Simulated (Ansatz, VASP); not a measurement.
## TaC in VASP and in Ansatz

POSCAR

```
TaC
1.0
    0.0000000000      2.2270000000      2.2270000000
    2.2270000000      0.0000000000      2.2270000000
    2.2270000000      2.2270000000      0.0000000000
Ta C
1 1
Direct
    0.0000000000      0.0000000000      0.0000000000
    0.5000000000      0.5000000000      0.5000000000
```

The input INCAR.step1:

```
PREC     = Accurate       # precision mode
ENCUT    = 580            # plane-wave cutoff, eV
ISMEAR   = -1             # smearing method
SIGMA    = 0.05           # smearing width, eV
LREAL    = F              # projectors in reciprocal space
LASPH    = T              # aspherical terms in the spheres
NELM     = 120            # most SCF steps
NBANDS   = 14             # bands
GGA      = PE             # functional
ALGO     = Normal         # electronic algorithm
EDIFF    = 1E-5           # SCF threshold, eV
LWAVE    = T              # write WAVECAR
LCHARG   = F              # write CHGCAR
GGA_COMPAT= F
```

File INCAR.step2:

```
PREC     = Accurate       # precision mode
ENCUT    = 580            # plane-wave cutoff, eV
EDIFF    = 1E-8           # SCF threshold, eV
ISMEAR   = -1             # smearing method
SIGMA    = 0.05           # smearing width, eV
LREAL    = F              # projectors in reciprocal space
LASPH    = T              # aspherical terms in the spheres
NELM     = 120            # most SCF steps
ALGO     = Normal         # electronic algorithm
ISIF     = 2              # what is computed and relaxed
LWAVE    = F              # write WAVECAR
LCHARG   = F              # write CHGCAR
METAGGA  = R2SCAN         # meta-GGA
LMIXTAU  = T            
LEFG     = T            
NBANDS   = 14             # bands
ISTART   = 1            
GGA_COMPAT= F
```

The input KPOINTS:

```
Automatic mesh
0
Gamma
  16 16 16
```

Input for Ansatz:

```yaml
crystal:
  lattice:
    - [0.0, 2.227, 2.227]
    - [2.227, 0.0, 2.227]
    - [2.227, 2.227, 0.0]
  atoms:
    - { symbol: Ta, position: [0.0, 0.0, 0.0] }
    - { symbol: C, position: [0.5, 0.5, 0.5] }
kpoints:
  mp_grid: { grid: [16, 16, 16] }
  band_path:
    path:
      - [0.0, 0.0, 0.0]
      - [0.5, 0.0, 0.5]
      - [0.625, 0.25, 0.625]
      - [0.375, 0.375, 0.75]
      - [0.0, 0.0, 0.0]
      - [0.5, 0.5, 0.5]
      - [0.5, 0.25, 0.75]
      - [0.5, 0.0, 0.5]
    npoints: 5
scf:
  occupations: { method: fermi_dirac, width: 0.05 }
hamiltonian:
  xc: r2scan
  pseudopotentials: { kind: paw }
output:
  forces: true
  stress: true
  eigenvalues: true
  efg: { contact_densities: true }
```

Alike in both runs: task electric field gradients; functional r2SCAN; k mesh 16 × 16 × 16; occupations fermi-dirac, width 0.05 eV; no spin polarisation.

```csv
,VASP,Ansatz
version,VASP 6.6.1,Ansatz 0.2.0
potentials or method,"VASP PAW PBE potentials, release 64 (Ta_pv, C)","PAW with Ansatz's default frozen-core files, scalar-relativistic"
plane-wave cutoff (eV),580,500
valence electrons in the cell,15,17
```

```csv
,VASP,Ansatz,Ansatz less VASP
pressure (GPa),3.0,1.8,-1.21
```

VASP's potentials were made for PBE, not for r2SCAN. VASP's potentials hold 15 valence electrons a cell and Ansatz's 17, so a difference there can come from the potentials and not from the codes.

Neither program's run includes spin-orbit coupling.
